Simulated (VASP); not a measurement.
Set up this calculation in VASP 6.6.1, as the native input.

| Property | Result |
| --- | --- |
| Task | single point |
| Functional | PBE |
| Potentials or basis | VASP PAW PBE potentials, release 64 (Li_sv, F) |
| Cutoff | 520 eV |
| k mesh | 6 × 6 × 6 |
| Occupations | gaussian, width 0.01 eV |
| Spin | no spin polarisation |
| Dipole correction | no |
| Further INCAR settings | ALGO = Normal; EDIFF = 1e-06; NBANDS = 12 |

The structure of LiF (Griceite) lies in POSCAR:

```
LiF
1.0
    0.0000000000      1.9196626132      1.9196626132
    1.9196626132      0.0000000000      1.9196626132
    1.9196626132      1.9196626132      0.0000000000
Li F
1 1
Direct
    0.0000000000      0.0000000000      0.0000000000
    0.5000000000      0.5000000000      0.5000000000
```

This cell differs from its parent crystal: strain -3.8%.

These files were run (other wordings do the same):

INCAR

```
ALGO = Normal ; EDIFF = 1E-6
ENCUT = 520 ; GGA = PE
ISIF = 2 ; ISMEAR = 0
LASPH = True ; LCHARG = False
LREAL = False ; LWAVE = False
NBANDS = 12 ; NELM = 60
PREC = Accurate ; SIGMA = 0.01
```

KPOINTS

```
k-points
0
Gamma
  6 6 6
```

Potentials or basis: VASP PAW PBE potentials, release 64 (Li_sv, F).

Run with:

```sh
$ cat potpaw_PBE.64/Li_sv/POTCAR potpaw_PBE.64/F/POTCAR > POTCAR
$ mpirun -np 1 vasp_std > vasp.out
```

Results of the run:

| Property | Result |
| --- | --- |
| Band gap on the k mesh | 10.49 eV, direct |

Caveat: the k points lie up to 0.47 Å⁻¹ apart; the cell differs from its parent crystal (strain -3.8%).

It took 4.5 s on 1 thread of Intel(R) Xeon(R) Platinum 8488C (Sapphire Rapids), on a shared host, peak memory 0.11 GiB.
